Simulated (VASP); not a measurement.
Crystal: SiC.

```
Si C
1.0
     5.88904    0.00000    0.00000
     0.00000    3.35314    0.00000
     0.00000    0.00000    3.17497
Si C
4 4
Direct
  0.75000 0.00000 0.35541
  0.00000 0.50000 0.00000
  0.25000 0.00000 0.64459
  0.50000 0.50000 0.00000
  0.75000 0.50000 0.64459
  0.00000 0.00000 0.00000
  0.25000 0.50000 0.35541
  0.50000 0.00000 0.00000
```

The cell was generated, and may not be a known phase.

```yaml
Program: VASP 6.6.1
Task: relaxation of cell and atoms
Functional: PBE
Potentials_or_basis: VASP PAW PBE potentials, release 64 (Si, C)
Cutoff: 600 eV
k_mesh: 4 × 6 × 6
Occupations: gaussian, width 0.1 eV
Spin: no spin polarisation
```

At the start: pressure 69.5 GPa; volume 7.84 Å³/atom.

Problem. How do energy, volume and symmetry change on relaxing?

Solution. Over 20 steps the energy falls by 783.1 meV/atom and the volume is 8.34 Å³/atom (+6.4 %); space group Pmma (No. 51, to 0.1 Å) before, Fm-3m (No. 225, to 0.1 Å).

The path:
| step | energy change (eV) | largest force (eV/Å) | pressure (GPa) | volume (Å³) |
| --- | --- | --- | --- | --- |
| 1 | 0.0000 | 5.2220 | 69.50 | 62.70 |
| 2 | -1.0632 | 0.1632 | -36.96 | 97.75 |
| 3 | -4.2933 | 1.9600 | -13.33 | 78.07 |
| 4 | -4.3055 | 2.0822 | -11.15 | 77.31 |
| 5 | -4.3061 | 2.1339 | -10.23 | 77.00 |
| 6 | -5.2320 | 1.3262 | -6.33 | 72.84 |
| 7 | -5.7552 | 1.4040 | 19.97 | 62.75 |
| 8 | -5.8954 | 1.2770 | 6.61 | 66.39 |
| 9 | -5.9095 | 1.3302 | 9.29 | 65.46 |
| 10 | -6.1771 | 0.4740 | -5.57 | 68.48 |
| 11 | -6.1797 | 0.5561 | -4.45 | 68.15 |
| 12 | -6.2369 | 0.2491 | 1.20 | 66.37 |
| 13 | -6.2372 | 0.2375 | 0.75 | 66.49 |
| 14 | -6.2548 | 0.2042 | 0.11 | 66.60 |
| 15 | -6.2554 | 0.1955 | 0.00 | 66.63 |
| 16 | -6.2620 | 0.1204 | -0.17 | 66.66 |
| 17 | -6.2625 | 0.0906 | -0.23 | 66.68 |
| 18 | -6.2642 | 0.0586 | 0.29 | 66.54 |
| 19 | -6.2643 | 0.0575 | 0.40 | 66.51 |
| 20 | -6.2649 | 0.0303 | -0.39 | 66.71 |

Final structure:
```
Si C
1.0
     5.75888    0.00000    0.00000
     0.00000    4.02268    0.00000
     0.00000    0.00000    2.87961
Si C
4 4
Direct
  0.75000 0.00000 0.50171
  0.00000 0.50000 0.00000
  0.25000 0.00000 0.49829
  0.50000 0.50000 0.00000
  0.75000 0.50000 0.50069
  0.00000 0.00000 0.00000
  0.25000 0.50000 0.49931
  0.50000 0.00000 0.00000
```

Caveat: a cell axis changed by over 15 % at a fixed basis, so the end point is rough.
